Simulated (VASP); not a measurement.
Write the native input for VASP 6.6.1 that does the following.

| Item | Value |
| --- | --- |
| Task | single point |
| Functional | PBE |
| Potentials or basis | VASP PAW PBE potentials, release 64 (Ti_sv) |
| Cutoff | 520 eV |
| k mesh | 18 × 18 × 10 |
| Occupations | gaussian, width 0.15 eV |
| Spin | no spin polarisation |
| Dipole correction | no |
| Further INCAR settings | ALGO = Fast; EDIFF = 1e-06; NBANDS = 19 |

The structure of Ti lies in POSCAR:

```
Ti
1.0
    2.9015286727      0.0000000000      0.0000000000
   -1.4507643364      2.5127975404      0.0000000000
    0.0000000000      0.0000000000      4.5924253350
Ti
2
Direct
    0.3333333333      0.6666666667      0.2500000000
    0.6666666667      0.3333333333      0.7500000000
```

These files were run (other wordings do the same):

INCAR

```
PREC = Accurate
ENCUT = 520
EDIFF = 1E-6
ISMEAR = 0
SIGMA = 0.15
LREAL = F
LASPH = T
NELM = 80
ALGO = Fast
ISIF = 2
LWAVE = F
LCHARG = F
GGA = PE
NBANDS = 19
```

KPOINTS

```
Automatic mesh
0
Gamma
  18 18 10
```

Potentials or basis: VASP PAW PBE potentials, release 64 (Ti_sv).

The run is started by

```sh
$ cat potpaw_PBE.64/Ti_sv/POTCAR > POTCAR
$ mpirun -np 1 vasp_std > vasp.out
```

Results of the run:

The pressure is 4.1 GPa and the band gap on the k mesh is zero (bands 12 and 13 overlap by 1.12 eV).

Caveat: the cell stands under pressure.

It took 6.6 min on 1 thread of Intel(R) Xeon(R) Platinum 8259CL CPU @ 2.50GHz (Skylake/Cascade Lake), on a shared host, peak memory 0.24 GiB.
